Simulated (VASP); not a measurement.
Write the native input for VASP 6.6.1 that does the following.

```
Task                   : single point
Functional             : r2SCAN
Potentials or basis    : VASP PAW PBE potentials, release 64 (La, H)
Cutoff                 : 520 eV
k mesh                 : 11 × 11 × 11
Occupations            : fermi-dirac, width 0.1 eV
Spin                   : no spin polarisation
Dipole correction      : no
Further INCAR settings : ALGO = Normal; EDIFF = 1e-07; NBANDS = 15
```

The system is LaH3.

```
La H
1.0
    -0.02786    2.77255    2.77255
     2.77255   -0.02786    2.77255
     2.77255    2.77255   -0.02786
La H
1 3
Direct
  0.00000 0.00000 0.00000
  0.50000 0.50000 0.50000
  0.75000 0.75000 0.75000
  0.25000 0.25000 0.25000
```

These files were run (other wordings do the same):

POSCAR

```
LaH3
1.0
   -0.0278647900      2.7725466050      2.7725466050
    2.7725466050     -0.0278647900      2.7725466050
    2.7725466050      2.7725466050     -0.0278647900
La H
1 3
Direct
    0.0000000000      0.0000000000      0.0000000000
    0.5000000000      0.5000000000      0.5000000000
    0.7500000000      0.7500000000      0.7500000000
    0.2500000000      0.2500000000      0.2500000000
```

INCAR.step1

```
SYSTEM = LaH3
  PREC = Accurate
  ENCUT = 520
  ISMEAR = -1
  SIGMA = 0.1
  LREAL = .FALSE.
  LASPH = .TRUE.
  NELM = 100
  NBANDS = 15
  GGA = PE
  ALGO = Normal
  EDIFF = 1E-4
  LWAVE = .TRUE.
  LCHARG = .FALSE.
```

INCAR.step2

```
SYSTEM = LaH3
  PREC = Accurate
  ENCUT = 520
  EDIFF = 1E-7
  ISMEAR = -1
  SIGMA = 0.1
  LREAL = .FALSE.
  LASPH = .TRUE.
  NELM = 100
  ALGO = Normal
  ISIF = 2
  LWAVE = .FALSE.
  LCHARG = .TRUE.
  METAGGA = R2SCAN
  LMIXTAU = .TRUE.
  LELF = .TRUE.
  LVHAR = .TRUE.
  NBANDS = 15
  ISTART = 1
```

KPOINTS

```
regular mesh
0
G
  11 11 11
  0 0 0
```

Potentials or basis: VASP PAW PBE potentials, release 64 (La, H).

The run is started by

```sh
$ cat potpaw_PBE.64/La/POTCAR potpaw_PBE.64/H/POTCAR > POTCAR
$ cp INCAR.step1 INCAR
$ mpirun -np 1 vasp_std > vasp.out
$ cp INCAR.step2 INCAR
$ mpirun -np 1 vasp_std > vasp.out
```

It gave:

| Quantity | Value |
| --- | --- |
| Pressure | -0.4 GPa |
| Largest force | 0.020 eV/Å |

Caveat: the PAW data sets were made with another functional, which shifts forces and pressure a little.

Run time: 14 min on 1 thread of Oxide Virtual Turin-like Processor (shared host), peak memory 0.23 GiB.
